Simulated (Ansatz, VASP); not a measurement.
BN in VASP and in Ansatz

```
CELL_PARAMETERS angstrom
1.25112 0.72234 3.37293
-1.25112 0.72234 3.37293
0.00000 -1.44467 3.37293
ATOMIC_POSITIONS crystal
B 0.99967 0.99967 0.99967
N 0.23247 0.35963 0.40618
```

Change from the starting cell: all N atoms moved -0.225 Å, as atom 2 along Cartesian [1 1 0].

Alike in both runs: task single point; functional PBEsol; k mesh 12 × 12 × 12; occupations gaussian, width 0.05 eV; no spin polarisation.

```csv
,VASP,Ansatz
version,VASP 6.6.1,Ansatz 0.2.0
potentials or method,"VASP PAW PBE potentials, release 64 (B, N), cutoff 520 eV","scalar-relativistic, plane waves, PAW"
valence electrons in the cell,8,8
```

```tsv
	VASP	Ansatz	Ansatz less VASP
gap on the k mesh at the Fermi level (eV)	2.07	2.08	+0.012
least direct gap on the mesh (eV)	3.75	3.76	+0.003
pressure (GPa)	16.9	16.8	-0.09
traceless stress, the component that is largest in VASP (GPa)	29.84	29.58	-0.254
rms of the force components (eV/Å)	4.378	4.378	+0.0003
```

VASP's potentials were made for PBE, not for PBEsol. Atom by atom the forces differ by 0.005 eV/Å (rms over components). With one functional, cell and mesh, what is left measures potentials, basis and numerics.
